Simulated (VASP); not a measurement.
**Zn15Se16 (a cell with a defect): single point with PBEsol**

System: Zn15Se16 (a cell with a defect).

```xyz
31
Lattice="-5.6332 -5.6332 5.6332 5.6332 -5.6332 -5.6332 5.6332 5.6332 5.6332" Properties=species:S:1:pos:R:3 pbc="T T T"
Zn    5.5962   -0.0381    0.0331
Zn    0.0281   -2.8511    2.7793
Zn    2.8429   -0.0408    2.7752
Zn    5.6595    2.8452    2.8517
Zn    2.8107   -2.8188    5.6312
Zn    0.0271   -5.5983    0.0312
Zn   -0.0362   -8.4810    2.8513
Zn   -2.8219   -2.8181    5.6297
Zn   -0.0367    0.0338    5.6012
Zn    2.8121    2.8147    5.6322
Zn    0.0276   -0.0362   -0.0319
Zn   -2.8499   -5.6730    2.8526
Zn    2.7826   -5.5969    2.7761
Zn    5.5948   -2.7840    2.7789
Zn    2.8413   -5.5970   -2.7797
Se    4.1641   -4.1642   -1.3481
Se    7.0335   -1.4028   -1.4155
Se    1.4628   -4.1633    1.3422
Se    4.1589   -1.4754    1.3407
Se    7.0318    1.4036    1.4152
Se    4.2254   -4.2295    4.2154
Se    1.3973   -7.0347   -1.4130
Se    1.3989    1.4000    1.4099
Se   -1.4069   -4.2351    4.2207
Se    1.3983   -1.4066    4.2149
Se    4.2229    1.3991    4.2166
Se    1.4597   -1.4725   -1.3476
Se   -1.4083   -7.0407    1.4133
Se   -1.4080   -1.4036    7.0428
Se    1.3986    1.4004    7.0471
Se   -1.4085   -1.4026    1.4142
```

This cell differs from its parent crystal: atoms taken out, then relaxed in part.

```yaml
Program: VASP 6.6.1
Task: single point
Functional: PBEsol
Potentials_or_basis: VASP PAW PBE potentials, release 64 (Zn, Se)
Cutoff: 520 eV
k_mesh: 2 × 2 × 2, shifted
Occupations: gaussian, width 0.01 eV
Spin: collinear spin
Starting_moments: "[0.0, 0.0, 0.0, 0.0, 0.0, 0.0, 0.0, 0.0, 0.0, 0.0, 0.0, 0.0, 0.0, 0.0, 0.0, 0.5, 0.0, 0.5, 0.5, 0.0, 0.0, 0.0, 0.0, 0.0, 0.0, 0.0, 0.5, 0.0, 0.0, 0.0, 0.0] μB"
```

```json
{
 "Pressure": "-0.8 GPa",
 "Largest force": "0.034 eV/Å",
 "Band gap on the k mesh": "zero (filled and empty bands overlap)",
 "Net moment": "2.00 μB per cell",
 "Site moments": "Zn +0.01; Se +0.18, +0.04 (each value once) μB",
 "Valence electrons inside the program's atomic spheres": "Zn 10.78; Se 3.82, 3.87 (each value once)"
}
```

Forces in eV/Å, atoms in the order of the input:
```
Zn   0.001  0.002 -0.004
Zn  -0.002  0.000  0.000
Zn  -0.004  0.002  0.003
Zn  -0.002  0.002 -0.007
Zn   0.000  0.000 -0.002
Zn  -0.004 -0.005 -0.002
Zn   0.003 -0.004 -0.007
Zn   0.001 -0.001  0.000
Zn   0.001 -0.006 -0.005
Zn   0.000  0.001  0.001
Zn  -0.003  0.002 -0.005
Zn  -0.007  0.000  0.000
Zn  -0.004 -0.003  0.002
Zn   0.001 -0.004  0.001
Zn   0.001 -0.002 -0.002
Se  -0.023  0.015  0.020
Se   0.001  0.005 -0.003
Se   0.016  0.017 -0.012
Se  -0.007 -0.014 -0.013
Se   0.001 -0.005 -0.006
Se  -0.001 -0.004  0.001
Se   0.006 -0.007 -0.005
Se   0.001  0.003  0.005
Se  -0.003  0.003 -0.005
Se   0.003  0.003  0.008
Se  -0.001  0.001  0.003
Se   0.019 -0.010  0.013
Se   0.000  0.007  0.008
Se   0.001  0.008  0.004
Se   0.010  0.002  0.005
Se  -0.005 -0.006  0.001
```

Levels at points of the mesh, in eV from the Fermi level:
Spin up:
```tsv
k point	band 135	band 136	band 137	band 138	band 139	band 140	band 141	band 142	band 143	band 144
(0.25, 0.25, 0.25)	-0.30	-0.30	-0.13	-0.13	-0.13	2.95	2.96	2.96	3.21	3.82
```
Spin down:
```csv
k point,band 134,band 135,band 136,band 137,band 138,band 139,band 140,band 141
"(0.25, 0.25, 0.25)",-0.25,-0.25,-0.25,0.06,0.07,0.07,2.99,2.99
```

It took 3.5 min on 1 × NVIDIA H100 80GB with 1 thread of AMD EPYC 7R13 Processor (Zen 3), with other jobs on the host, peak memory 2.2 GiB.

Caveat: the k points lie up to 0.39 Å⁻¹ apart; the cell differs from its parent crystal (atoms taken out, then relaxed in part); the PAW data sets were made with another functional, which shifts forces and pressure a little.
